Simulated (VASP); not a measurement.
In3Ga5As8:

```
In Ga As
1.0
     0.00000    5.80520    5.80520
     5.80520    0.00000    5.80520
     5.80520    5.80520    0.00000
In Ga As
3 5 8
Direct
  0.00000 0.00000 0.00000
  0.00000 0.50000 0.00000
  0.50000 0.00000 0.00000
  0.00000 0.00000 0.50000
  0.00000 0.50000 0.50000
  0.50000 0.00000 0.50000
  0.50000 0.50000 0.00000
  0.50000 0.50000 0.50000
  0.12500 0.12500 0.12500
  0.12500 0.12500 0.62500
  0.12500 0.62500 0.12500
  0.12500 0.62500 0.62500
  0.62500 0.12500 0.12500
  0.62500 0.12500 0.62500
  0.62500 0.62500 0.12500
  0.62500 0.62500 0.62500
```

* Program: VASP 6.6.1
* Task: relaxation of the atoms
* Functional: PBEsol
* Potentials or basis: VASP PAW PBE potentials, release 64 (In_d, Ga_d, As)
* Cutoff: 450 eV
* k mesh: 3 × 3 × 3
* Occupations: gaussian, width 0.01 eV
* Spin: no spin polarisation

At the start: pressure 1.6 GPa; volume 24.45 Å³/atom.

Problem. Where does the relaxation end?

Solution. Over 9 steps the energy falls by 32.4 meV/atom at a fixed cell; space group R3m (No. 160, to 0.1 Å) before and after.

The path:
```csv
step,energy change (eV),largest force (eV/Å),pressure (GPa)
1,0.0000,1.4882,1.58
2,-0.4365,0.6105,1.08
3,-0.5046,0.2860,0.94
4,-0.5166,0.1015,0.89
5,-0.5177,0.0733,0.88
6,-0.5182,0.0146,0.87
7,-0.5182,0.0099,0.87
8,-0.5182,0.0120,0.87
9,-0.5182,0.0035,0.87
```

Final structure:
```cif
data_structure
_symmetry_space_group_name_H-M 'P 1'
_symmetry_Int_Tables_number 1
_cell_length_a 8.2098
_cell_length_b 8.2098
_cell_length_c 8.2098
_cell_angle_alpha 60.000
_cell_angle_beta 60.000
_cell_angle_gamma 60.000
_cell_volume 391.27
loop_
_atom_site_label
_atom_site_type_symbol
_atom_site_fract_x
_atom_site_fract_y
_atom_site_fract_z
_atom_site_occupancy
In1 In 0.99992 0.99992 0.99839 1
In2 In 0.99992 0.50178 0.99839 1
In3 In 0.50178 0.99992 0.99839 1
Ga1 Ga 0.99957 0.99957 0.50128 1
Ga2 Ga 0.99992 0.49987 0.50033 1
Ga3 Ga 0.49987 0.99992 0.50033 1
Ga4 Ga 0.50016 0.50016 0.99951 1
Ga5 Ga 0.49987 0.49987 0.50033 1
As1 As 0.11959 0.11959 0.14123 1
As2 As 0.12986 0.12986 0.61042 1
As3 As 0.13529 0.61473 0.13524 1
As4 As 0.12986 0.62986 0.61042 1
As5 As 0.61473 0.13529 0.13524 1
As6 As 0.62986 0.12986 0.61042 1
As7 As 0.61473 0.61473 0.13524 1
As8 As 0.62505 0.62505 0.62486 1
```

Caveat: the PAW data sets were made with another functional, which shifts forces and pressure a little.
